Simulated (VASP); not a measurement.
Set up this calculation in VASP 6.6.1, as the native input.

```
Task                   : single point
Functional             : PBE
Potentials or basis    : VASP PAW PBE potentials, release 64 (Si, Ni)
Cutoff                 : 520 eV
k mesh                 : 4 × 6 × 4
Occupations            : gaussian, width 0.05 eV
Spin                   : collinear spin, ferromagnetic start
Starting moments       : [0.0, 0.0, 0.0, 0.0, 0.8, 0.8, 0.8, 0.8] μB
Dipole correction      : no
Further INCAR settings : ALGO = Normal; EDIFF = 1e-07; NBANDS = 42
```

The structure of SiNi lies in POSCAR:

```
SiNi
1.0
    5.2259852432      0.0000000000      0.0000000000
    0.0000000000      3.3206024913      0.0000000000
    0.0000000000      0.0000000000      5.6334132135
Si Ni
4 4
Direct
    0.3205512469      0.7500000000      0.0811217322
    0.1794487531      0.2500000000      0.5811217322
    0.8205512469      0.7500000000      0.4188782678
    0.6794487531      0.2500000000      0.9188782678
    0.0074117079      0.2500000000      0.1878912258
    0.4925882921      0.7500000000      0.6878912258
    0.5074117079      0.2500000000      0.3121087742
    0.9925882921      0.7500000000      0.8121087742
```

These files were run (other wordings do the same):

INCAR

```
SYSTEM = SiNi
PREC = Accurate
ENCUT = 520
EDIFF = 1E-7
ISMEAR = 0
SIGMA = 0.05
LREAL = .FALSE.
LASPH = .TRUE.
NELM = 150
ALGO = Normal
ISIF = 2
LWAVE = .FALSE.
LCHARG = .FALSE.
ISPIN = 2
MAGMOM = 0 0 0 0 0.8 0.8 0.8 0.8
LORBIT = 11
LMAXMIX = 4
GGA = PE
NBANDS = 42
```

KPOINTS

```
Automatic mesh
0
G
  4 6 4
  0 0 0
```

Potentials or basis: VASP PAW PBE potentials, release 64 (Si, Ni).

Launch:

```sh
$ cat potpaw_PBE.64/Si/POTCAR potpaw_PBE.64/Ni/POTCAR > POTCAR
$ mpirun -np 1 vasp_std > vasp.out
```

It gave:

- Pressure: 0.0 GPa
- Largest force: 0.013 eV/Å
- Band gap on the k mesh: zero (filled and empty bands overlap)
- Net moment: 0.00 μB per cell
- Valence electrons inside the program's atomic spheres: Si 1.61; Ni 9.56

It took 3.3 min on 1 thread of Intel(R) Xeon(R) 6975P-C (Granite Rapids), on a shared host, peak memory 0.37 GiB.
